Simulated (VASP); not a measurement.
Crystal: ZrPb2O3.

```
Zr Pb O
1.0
     4.01124    0.00000    0.00000
    -2.00562    3.47384    0.00000
     0.00000    0.00000    8.33182
Zr Pb O
1 2 3
Direct
  0.00000 0.00000 0.00000
  0.00000 0.00000 0.29274
  0.00000 0.00000 0.70726
  0.50000 0.00000 0.50000
  0.00000 0.50000 0.50000
  0.50000 0.50000 0.50000
```

The cell was built from a structure type or drawn by symmetry, and may not be a known phase.

```yaml
Program: VASP 6.6.1
Task: relaxation of cell and atoms
Functional: PBE
Potentials_or_basis: VASP PAW PBE potentials, release 64 (Zr_sv, Pb_d, O)
Cutoff: 600 eV
k_mesh: 6 × 6 × 2
Occupations: gaussian, width 0.1 eV
Spin: no spin polarisation
```

At the start: pressure 10.3 GPa; volume 19.35 Å³/atom.

**Question.** Where does the relaxation end?

**Answer.** Over 10 steps the energy falls by 398.4 meV/atom and the volume is 21.71 Å³/atom (+12.2 %); space group P6/mmm (No. 191, to 0.1 Å) before and after.

Step by step:
| step | energy change (eV) | largest force (eV/Å) | pressure (GPa) | volume (Å³) |
| --- | --- | --- | --- | --- |
| 1 | 0.0000 | 6.3966 | 10.30 | 116.10 |
| 2 | -1.9869 | 0.2509 | -1.94 | 136.36 |
| 3 | -2.2612 | 0.8652 | -1.12 | 128.51 |
| 4 | -2.2610 | 0.9011 | -1.05 | 128.26 |
| 5 | -2.3465 | 0.3726 | 0.96 | 126.20 |
| 6 | -2.3544 | 0.1077 | 1.85 | 125.38 |
| 7 | -2.3870 | 0.0737 | 0.44 | 128.78 |
| 8 | -2.3890 | 0.0984 | -0.27 | 130.75 |
| 9 | -2.3895 | 0.0916 | -0.05 | 130.14 |
| 10 | -2.3904 | 0.0131 | 0.03 | 130.24 |

Final structure:
```cif
data_structure
_symmetry_space_group_name_H-M 'P 1'
_symmetry_Int_Tables_number 1
_cell_length_a 4.0623
_cell_length_b 4.0623
_cell_length_c 9.1132
_cell_angle_alpha 90.000
_cell_angle_beta 90.000
_cell_angle_gamma 120.000
_cell_volume 130.24
loop_
_atom_site_label
_atom_site_type_symbol
_atom_site_fract_x
_atom_site_fract_y
_atom_site_fract_z
_atom_site_occupancy
Zr1 Zr 0.00000 0.00000 0.00000 1
Pb1 Pb 0.00000 0.00000 0.32874 1
Pb2 Pb 0.00000 0.00000 0.67126 1
O1 O 0.50000 0.00000 0.50000 1
O2 O 0.00000 0.50000 0.50000 1
O3 O 0.50000 0.50000 0.50000 1
```

Caveat: the k points lie up to 0.34 Å⁻¹ apart in the final cell, too coarse for converged energies and pressures of a metal.
